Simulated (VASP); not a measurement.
Set up this calculation in VASP 6.6.1, as the native input.

| Quantity | Value |
| --- | --- |
| Task | single point |
| Functional | PBE |
| Dispersion | D3(BJ) |
| Potentials or basis | VASP PAW PBE potentials, release 64 (C) |
| Cutoff | 520 eV |
| k mesh | 21 × 21 × 6 |
| Occupations | gaussian, width 0.1 eV |
| Spin | no spin polarisation |
| Dipole correction | no |
| Further INCAR settings | ALGO = Normal; EDIFF = 1e-07; NBANDS = 16 |

The structure of C lies in POSCAR:

```
C
1.0
    2.4678241986      0.0000000000      0.0000000000
   -1.2339120993      2.1371984481      0.0000000000
    0.0000000000      0.0000000000      7.1323201399
C
4
Direct
    0.0000000000      0.0000000000      0.2500000000
    0.0000000000      0.0000000000      0.7500000000
    0.3333333333      0.6666666667      0.2500000000
    0.6666666667      0.3333333333      0.7500000000
```

This cell differs from its parent crystal: volume scaled by 1.06, then relaxed in part.

The input as run:

INCAR

```
SYSTEM = C
ALGO     = Normal         ! electronic algorithm
EDIFF    = 1E-7           ! SCF threshold, eV
ENCUT    = 520            ! plane-wave cutoff, eV
GGA      = PE             ! functional
ISIF     = 2              ! what is computed and relaxed
ISMEAR   = 0              ! smearing method
IVDW     = 12             ! dispersion correction
LASPH    = .True.         ! aspherical terms in the spheres
LCHARG   = .False.        ! write CHGCAR
LREAL    = .False.        ! projectors in reciprocal space
LWAVE    = .False.        ! write WAVECAR
NBANDS   = 16             ! bands
NELM     = 80             ! most SCF steps
PREC     = Accurate       ! precision mode
SIGMA    = 0.1            ! smearing width, eV
```

KPOINTS

```
k-points
0
Gamma
  21 21 6
  0 0 0
```

Potentials or basis: VASP PAW PBE potentials, release 64 (C).

The run is started by

```bash
$ cat potpaw_PBE.64/C/POTCAR > POTCAR
$ mpirun -np 1 vasp_std > vasp.out
```

Results of the run:

The pressure is -0.9 GPa, the band gap on the k mesh is zero (band 8 reaches 4.14 eV, above the bottom of band 9 at 4.13 eV) and the dispersion energy per atom is -0.145 eV.

Wall time 84 s on 1 thread of Intel(R) Xeon(R) Platinum 8375C CPU @ 2.90GHz (Ice Lake), on a shared host, peak memory 0.21 GiB.
